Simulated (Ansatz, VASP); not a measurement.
**Two plane-wave programs on BAs**

```
CELL_PARAMETERS angstrom
0.00000 2.38850 2.38850
2.38850 0.00000 2.38850
2.38850 2.38850 0.00000
ATOMIC_POSITIONS crystal
B 0.00000 0.00000 0.00000
As 0.25000 0.25000 0.25000
```

Alike in both runs: task relaxation of cell and atoms; functional PBE; k mesh 8 × 8 × 8; no spin polarisation.

|  | VASP | Ansatz |
| --- | --- | --- |
| version | VASP 6.6.1 | Ansatz 0.2.0 |
| potentials or method | VASP PAW PBE potentials, release 64 (B, As), cutoff 500 eV | plane waves, PAW |
| occupations | gaussian, width 0.01 eV | fixed |
| valence electrons in the cell | 8 | 18 |

|  | VASP | Ansatz | Ansatz less VASP |
| --- | --- | --- | --- |
| gap on the k mesh at the Fermi level, each at its own relaxed structure (eV) | 1.21 | 1.22 | +0.003 |
| relaxed volume (Å³/atom) | 13.97 | 13.90 | -0.065 |
| relaxed cell length with the largest relative difference (Å) | 3.406 | 3.400 | -0.0053 |

VASP's potentials hold 8 valence electrons a cell and Ansatz's 18, so a difference there can come from the potentials and not from the codes. Ansatz's warnings: stress scf threshold loose.
